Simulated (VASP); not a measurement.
## Li16C (a cell with a defect): single point with PBE

Li16C (a cell with a defect):

```
Li C
1.0
     6.98000    0.00000    0.00000
     0.00000    6.98000    0.00000
     0.00000    0.00000    6.98000
Li C
16 1
Direct
  0.96804 0.02567 0.99964
  0.53249 0.02494 0.99963
  0.03596 0.45920 0.99991
  0.97106 0.96723 0.49993
  0.25071 0.15461 0.30802
  0.46493 0.45923 0.99992
  0.53071 0.96731 0.49993
  0.75025 0.29152 0.28479
  0.05807 0.59509 0.49973
  0.25012 0.78390 0.22010
  0.25070 0.15522 0.69184
  0.44204 0.59668 0.49973
  0.75080 0.72528 0.21778
  0.75026 0.29156 0.71483
  0.25012 0.78385 0.77932
  0.75080 0.72499 0.78200
  0.25092 0.87594 0.49972
```

```yaml
Program: VASP 6.6.1
Task: single point
Functional: PBE
Potentials_or_basis: VASP PAW PBE potentials, release 64 (Li_sv, C)
Cutoff: 520 eV
k_mesh: 3 × 3 × 3
Occupations: fermi-dirac, width 0.15 eV
Spin: no spin polarisation
```

```
Largest force          : 0.021 eV/Å
Band gap on the k mesh : zero (bands 26 and 27 overlap by 0.19 eV)
```

Forces on the atoms (eV/Å):
```
Li  -0.001  0.008  0.001
Li   0.002  0.010  0.000
Li   0.003 -0.004  0.000
Li  -0.021  0.004  0.000
Li   0.000  0.004 -0.010
Li  -0.002 -0.001  0.000
Li   0.016  0.005  0.000
Li   0.002  0.011  0.000
Li  -0.010  0.000 -0.001
Li   0.000 -0.008 -0.012
Li   0.001 -0.002  0.008
Li   0.016 -0.005  0.000
Li  -0.003 -0.008  0.001
Li   0.001  0.011 -0.001
Li   0.000 -0.006  0.015
Li  -0.002 -0.009 -0.002
C   -0.002 -0.010  0.000
```

Levels at points of the mesh, in eV from the Fermi level:
```csv
k point,band 24,band 25,band 26,band 27,band 28,band 29
"(0.00, 0.00, 0.00)",-0.40,-0.25,0.05,0.06,0.49,0.57
```

It took 18 min on 1 thread of AMD EPYC 7571, with other jobs on the host, peak memory 0.39 GiB.
